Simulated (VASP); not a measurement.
# GaN (I-4m2) in VASP: a series of runs

GaN is run at these levels: PBE, r2SCAN; tasks: single point.

All numbers are computed with VASP 6.6.1; they aren't measurements. Logs are shortened: lines on timing, memory, paths and dates and some standing lists are left out, and cuts for length are marked.

### Step 1. The cell of the first run

Symmetry: I-4m2, No. 119, tetragonal system. The conventional cell has a = 3.308 Å, b = 3.308 Å, c = 4.293 Å, α = 90.00°, β = 90.00°, γ = 90.00°. Within 2.6 Å of Ga (site symmetry -4m2) lie 4 N at 1.97 Å. N (site symmetry -4m2) has 4 Ga at 1.97 Å within 2.6 Å.

### Step 2. Single point, PBE (epitaxial xy strain +4.0%)

File INCAR:

```
PREC     = Accurate       # precision mode
ENCUT    = 520            # plane-wave cutoff, eV
EDIFF    = 1E-7           # SCF threshold, eV
ISMEAR   = -1             # smearing method
SIGMA    = 0.02           # smearing width, eV
LREAL    = F              # projectors in reciprocal space
LASPH    = T              # aspherical terms in the spheres
NELM     = 80             # most SCF steps
ALGO     = Normal         # electronic algorithm
ISIF     = 2              # what is computed and relaxed
LWAVE    = F              # write WAVECAR
LCHARG   = T              # write CHGCAR
GGA      = PE             # functional
LELF     = T              # ELF
LVHAR    = T            
NBANDS   = 16             # bands
```

File KPOINTS:

```
Automatic mesh
0
Gamma
  10 10 10
```

File POSCAR:

```
GaN
1.0
    0.0000000000      2.3389106427      2.1467438436
    2.3389106427      0.0000000000      2.1467438436
    2.3389106427      2.3389106427      0.0000000000
Ga N
1 1
Direct
    0.0000000000      0.0000000000      0.0000000000
    0.2500000000      0.2500000000      0.2500000000
```

Potentials or basis: VASP PAW PBE potentials, release 64 (Ga_d, N).

Started as:

```bash
$ cat potpaw_PBE.64/Ga_d/POTCAR potpaw_PBE.64/N/POTCAR > POTCAR
$ mpirun -np 1 vasp_std > vasp.out
```

OUTCAR:

```text
PREC = Accurate
   ENCUT = 520
   EDIFF = 1E-7
   ISMEAR = -1
   LREAL = F
   LASPH = T
   NELM = 80
   ISIF = 2
   GGA = PE

 ion  position               nearest neighbor table
   1  0.000  0.000  0.000-   2 1.97   2 1.97   2 1.97   2 1.97
   2  0.250  0.250  0.250-   1 1.97   1 1.97   1 1.97   1 1.97

  LATTYP: Found a body centered tetragonal cell.
 ALAT       =     3.3077191521
 C/A-ratio  =     1.2980206268

  Lattice vectors:

 A1 = (   0.0000000000,  -2.3389106427,  -2.1467438436)
 A2 = (   0.0000000000,   2.3389106427,  -2.1467438436)
 A3 = (   2.3389106427,   0.0000000000,   2.1467438436)

Analysis of symmetry for initial positions (statically):
=====================================================================
 Subroutine PRICEL returns:
 Original cell was already a primitive cell.

 Routine SETGRP: Setting up the symmetry group for a
 body centered tetragonal supercell.

 Subroutine GETGRP returns: Found  8 space group operations
 (whereof  8 operations were pure point group operations)
 out of a pool of 16 trial point group operations.

The static configuration has the point symmetry D_2d.

Analysis of symmetry for dynamics (positions and initial velocities):
=====================================================================
 Subroutine PRICEL returns:
 Original cell was already a primitive cell.

 Routine SETGRP: Setting up the symmetry group for a
 body centered tetragonal supercell.

 Subroutine GETGRP returns: Found  8 space group operations
 (whereof  8 operations were pure point group operations)
 out of a pool of 16 trial point group operations.

The dynamic configuration has the point symmetry D_2d.

 Subroutine INISYM returns: Found  8 space group operations
 (whereof  8 operations are pure point group operations),
 and found     1 'primitive' translations

----------------------------------------------------------------------------------------

                                     Primitive cell

  volume of cell :      23.4875

  direct lattice vectors                    reciprocal lattice vectors
     0.000000000  2.338910643  2.146743844    -0.213774734  0.213774734  0.232910881
     2.338910643  0.000000000  2.146743844     0.213774734 -0.213774734  0.232910881
     2.338910643  2.338910643  0.000000000     0.213774734  0.213774734 -0.232910881

  length of vectors
     3.174745994  3.174745994  3.307719152     0.381636938  0.381636938  0.381636938

  position of ions in fractional coordinates (direct lattice)
     0.000000000  0.000000000  0.000000000
     0.250000000  0.250000000  0.250000000

  ion indices of the primitive-cell ions
   primitive index   ion index
                 1           1
                 2           2

----------------------------------------------------------------------------------------

 KPOINTS: Automatic mesh

Automatic generation of k-mesh.
 Grid dimensions read from file:
 generate k-points for:   10   10   10

 Generating k-lattice:

  Cartesian coordinates                     Fractional coordinates (reciprocal lattice)
    -0.021377473  0.021377473  0.023291088     0.100000000 -0.000000000  0.000000000
     0.021377473 -0.021377473  0.023291088    -0.000000000  0.100000000  0.000000000
     0.021377473  0.021377473 -0.023291088     0.000000000  0.000000000  0.100000000

  Length of vectors
     0.038163694  0.038163694  0.038163694

  Shift w.r.t. Gamma in fractional coordinates (k-lattice)
     0.000000000  0.000000000  0.000000000

 Subroutine IBZKPT returns following result:
 ===========================================

 Found    102 irreducible k-points:

 Following reciprocal coordinates:
            Coordinates               Weight
  0.000000  0.000000  0.000000      1.000000
  0.100000  0.000000  0.000000      8.000000
  0.200000  0.000000  0.000000      8.000000
  0.300000  0.000000  0.000000      8.000000
  0.400000  0.000000  0.000000      8.000000
  0.500000  0.000000  0.000000      4.000000
[... 16 lines left out ...]
  0.300000  0.300000  0.000000      2.000000
  0.400000  0.300000  0.000000      8.000000
 [... further k-points ...]
   k-points           NKPTS =    102   k-points in BZ     NKDIM =    102   number of bands    NBANDS=     16
   number of dos      NEDOS =    301   number of ions     NIONS =      2
   total plane-waves  NPLWV =  16128
   dimension x,y,z NGX =    24 NGY =   24 NGZ =   28
   dimension x,y,z NGXF=    48 NGYF=   48 NGZF=   56
   ions per type =               1   1
   NGX,Y,Z   is equivalent  to a cutoff of  12.57, 12.57, 14.07 a.u.
   NGXF,Y,Z  is equivalent  to a cutoff of  25.14, 25.14, 28.15 a.u.
 SYSTEM =  unknown system
   PREC   = accura    normal or accurate (medium, high low for compatibility)
   ISTART =      0    job   : 0-new  1-cont  2-samecut
   ICHARG =      2    charge: 1-file 2-atom 10-const
   ISPIN  =      1    spin polarized calculation?
   LNONCOLLINEAR =      F non collinear calculations
   LSORBIT =      F    spin-orbit coupling
   LASPH  =      T    aspherical Exc in radial PAW
   ENCUT  =  520.0 eV  38.22 Ry    6.18 a.u.   5.90  5.90  6.15*2*pi/ulx,y,z
   NELM   =     80;   NELMIN=  2; NELMDL= -5     # of ELM steps
   EDIFF  = 0.1E-06   stopping-criterion for ELM
   LREAL  =      F    real-space projection
   EDIFFG = 0.1E-05   stopping-criterion for IOM
   NSW    =      0    number of steps for IOM
   IBRION =     -1    ionic relax: 0-MD 1-quasi-New 2-CG
   NFREE  =      0    steps in history (QN), initial steepest desc. (CG)
   ISIF   =      2    stress and relaxation
   ISYM   =      2    0-nonsym 1-usesym 2-fastsym
   POTIM  = 0.5000    time-step for ionic-motion
   TEBEG  =    0.0;   TEEND  =   0.0 temperature during run
   PSTRESS=    0.0 pullay stress
   NELECT =      18.0000    total number of electrons
   NUPDOWN=      -1.0000    fix difference up-down
   EMIN   =  10.00;   EMAX   =-10.00  energy-range for DOS
   EFERMI =   0.00;   METHOD = LEGACY
   ISMEAR =    -1;   SIGMA  =   0.02  broadening in eV -4-tet -1-fermi 0-gaus
   EFERMI_NEDOS =   21; number of points for ismear=-14 and -15
   IALGO  =     38    algorithm
   IMIX   =      4    mixing-type and parameters
     AMIX     =   0.40;   BMIX     =  1.00
     AMIX_MAG =   1.60;   BMIX_MAG =  1.00
  volume/ion in A,a.u.               =      11.74        79.25
  Fermi-wavevector in a.u.,A,eV,Ry     =   1.498143  2.831079 30.537344  2.244431
  Thomas-Fermi vector in A             =   2.609940
   LORBIT       =      0    0 simple, 1 ext, 2 COOP (PROOUT), +10 PAW based schemes
   GGA     = PE    functional components
   LHFCALC =     F    Hartree Fock is set to
   AEXX    =    0.0000 exact exchange contribution
   IVDW    =     0    specifies the selected vdW correction
   LEPSILON=     F    determine dielectric tensor
   LRPA    =     F    only Hartree local field effects (RPA)
 non-spin polarized calculation
  energy-cutoff  :      520.00
  volume of cell :       23.49
 maximum number of plane-waves:       644
   NGX = 11   NGY = 11   NGZ = 13

 number of electron      17.9999997 magnetization

 Free energy of the ion-electron system (eV)
  ---------------------------------------------------
  ext. energy  EPLUGINS =         0.00000000
  ---------------------------------------------------
  free energy    TOTEN  =       -12.11484654 eV

  energy without entropy =      -12.11484654  energy(sigma->0) =      -12.11484654

 E-fermi :   5.5911     XC(G=0): -11.5376

 val. band max:        5.2271171212   @ k =   0.0000   0.0000   0.0000
 cond. band min:       6.5409864611   @ k =   0.0000   0.0000   0.0000
 fundamental gap:      1.3138693399
 Fermi energy:         5.5910996480

 k-point     1 :       0.0000    0.0000    0.0000
  band No.  band energies     occupation
      1     -10.6983      2.00000
      2      -8.4552      2.00000
      3      -8.4552      2.00000
      4      -8.3748      2.00000
      5      -8.1427      2.00000
      6      -8.1409      2.00000
[... 8 lines left out ...]
     15      22.8178      0.00000
     16      22.8178      0.00000

 k-point     2 :       0.1000    0.0000    0.0000
  band No.  band energies     occupation
      1     -10.5935      2.00000
      2      -8.4428      2.00000
      3      -8.4247      2.00000
      4      -8.3541      2.00000
      5      -8.1424      2.00000
      6      -8.1418      2.00000
[... 8 lines left out ...]
     15      21.6919      0.00000
     16      23.2843      0.00000

 k-point     3 :       0.2000    0.0000    0.0000
  band No.  band energies     occupation
      1     -10.3338      2.00000
      2      -8.4148      2.00000
      3      -8.3672      2.00000
      4      -8.2294      2.00000
      5      -8.1342      2.00000
      6      -8.1327      2.00000
[... 8 lines left out ...]
     15      21.1545      0.00000
     16      23.0113      0.00000

 k-point     4 :       0.3000    0.0000    0.0000
  band No.  band energies     occupation
      1     -10.0678      2.00000
      2      -8.3914      2.00000
      3      -8.3361      2.00000
      4      -8.1514      2.00000
      5      -8.1124      2.00000
      6      -7.8116      2.00000
[... 8 lines left out ...]
     15      21.9925      0.00000
     16      22.7564      0.00000
[... 324 lines left out ...]
 k-point    22 :      -0.2000    0.2000    0.0000
  band No.  band energies     occupation
      1      -9.9998      2.00000
      2      -8.3570      2.00000
      3      -8.3209      2.00000
      4      -8.1534      2.00000
      5      -8.1483      2.00000
      6      -7.7120      2.00000
[... 8 lines left out ...]
     15      21.4533      0.00000
     16      25.8510      0.00000

 k-point    23 :       0.3000    0.3000    0.0000
  band No.  band energies     occupation
      1      -9.8853      2.00000
      2      -8.3164      2.00000
      3      -8.2761      2.00000
      4      -8.2761      2.00000
      5      -8.0785      2.00000
      6      -7.4497      2.00000
[... 8 lines left out ...]
     15      25.6863      0.00000
     16      26.5377      0.00000

 k-point    24 :       0.4000    0.3000    0.0000
  band No.  band energies     occupation
      1      -9.7999      2.00000
      2      -8.3353      2.00000
      3      -8.2425      2.00000
      4      -8.2393      2.00000
      5      -8.0645      2.00000
      6      -6.9731      2.00000
[... 8 lines left out ...]
     15      26.4239      0.00000
     16      26.5466      0.00000

 [... further k-points ...]

------------------------ aborting loop because EDIFF is reached ----------------------------------------

  FORCE on cell =-STRESS in cart. coord.  units (eV):
  Direction    XX          YY          ZZ          XY          YZ          ZX
  --------------------------------------------------------------------------------------
  -------------------------------------------------------------------------------------
  Total       -0.4381439     -0.4381439      0.8289052      0.0000000     -0.0000000      0.0000000
  in kB      -29.8875174    -29.8875174     56.5428846      0.0000000     -0.0000000      0.0000000
  external PRESSURE =      -1.0773834 kB  Pullay stress =       0.0000000 kB

 VOLUME and BASIS-vectors are now :
 -----------------------------------------------------------------------------
  energy-cutoff  :      520.00
  volume of cell :       23.49
      direct lattice vectors                 reciprocal lattice vectors
     0.000000000  2.338910643  2.146743844    -0.213774734  0.213774734  0.232910881
     2.338910643  0.000000000  2.146743844     0.213774734 -0.213774734  0.232910881
     2.338910643  2.338910643  0.000000000     0.213774734  0.213774734 -0.232910881

 POSITION                                       TOTAL-FORCE (eV/Angst)
 -----------------------------------------------------------------------------------
      0.00000      0.00000      0.00000         0.000000      0.000000      0.000000
      1.16946      1.16946      1.07337        -0.000000     -0.000000     -0.000000
 -----------------------------------------------------------------------------------
    total drift:                                0.000005      0.000005     -0.000007

  FREE ENERGIE OF THE ION-ELECTRON SYSTEM (eV)
  ---------------------------------------------------
  free  energy   TOTEN  =       -12.1148465409 eV

  energy  without entropy=      -12.1148465409  energy(sigma->0) =      -12.11484654
```

Run time: 44 s. Hardware: 1 thread of Intel Xeon 8259CL, shared host; peak memory 0.17 GiB.

What came out:

| Item | Value |
| --- | --- |
| Free energy | -12.1148 eV |
| Pressure | -0.1 GPa |
| Band gap on the k mesh | 1.31 eV |

Stress tensor (GPa, compression positive):
```
-2.99  0.00  0.00
 0.00 -2.99  0.00
 0.00  0.00  5.65
```

Caveat: the cell differs from its parent crystal (epitaxial xy strain +4.0%); the stress differs along the axes, from -3 to 6 GPa; the structure was generated, so it needn't be the stable form of GaN.

[end of part 1 of 2]
